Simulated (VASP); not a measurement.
Runs of VASP 6.6.1 on BeTe. The structure is that of space group F-43m (No. 216), or close to it. The cells are those of the table. 

```tsv
task	level	cell	k mesh	cutoff (eV)	smearing	grid for exact exchange (PRECFOCK)	screening parameter	ions in elastic constants	k mesh for the DOS	occupations for the DOS	gap on the mesh (eV)	pressure (GPa)
single point	HSE06	a = 4.005 Å, angles 60.0°, 2 atoms	6 × 6 × 6	520	gaussian 0.02 eV	Normal	0.2079 1/Å	-	-	-	2.68	(b)
single point	PBE	a = 3.917 Å, angles 60.0°, 2 atoms	6 × 6 × 6	520	gaussian 0.1 eV	-	-	-	-	-	1.85	4.5
relaxation of cell and atoms	PBE	relaxed from a = 3.917 Å, angles 60.0°, 2 atoms	6 × 6 × 6	600	gaussian 0.1 eV	-	-	-	-	-	2.02	0.0
single point	PBE	a = 4.005 Å, angles 60.0°, 2 atoms	8 × 8 × 8	520	gaussian 0.02 eV	-	-	-	-	-	2.01	(a)
single point	PBE	a = 4.008 Å, angles 60.0°, 2 atoms	6 × 6 × 6	520	gaussian 0.1 eV	-	-	-	-	-	2.02	0.0
relaxation of cell and atoms	PBE	relaxed from a = 4.008 Å, angles 60.0°, 2 atoms	8 × 8 × 8	600	gaussian 0.02 eV	-	-	-	-	-	2.02	0.0
```

Alike in all rows: potentials or basis VASP PAW PBE potentials, release 64 (Be, Te); no spin polarisation.

Task: Fill in the values left out.

Result: (a) 0.1; (b) -1.1.

Caveats: spin-orbit coupling is left out, which moves the levels of the heavy elements; the PAW data sets were made with another functional, which shifts forces and pressure a little (some runs); the relaxation stopped at its first step, so nothing moved (some runs).

A k mesh can miss the band edges, and the runs leave out spin-orbit coupling on Te.
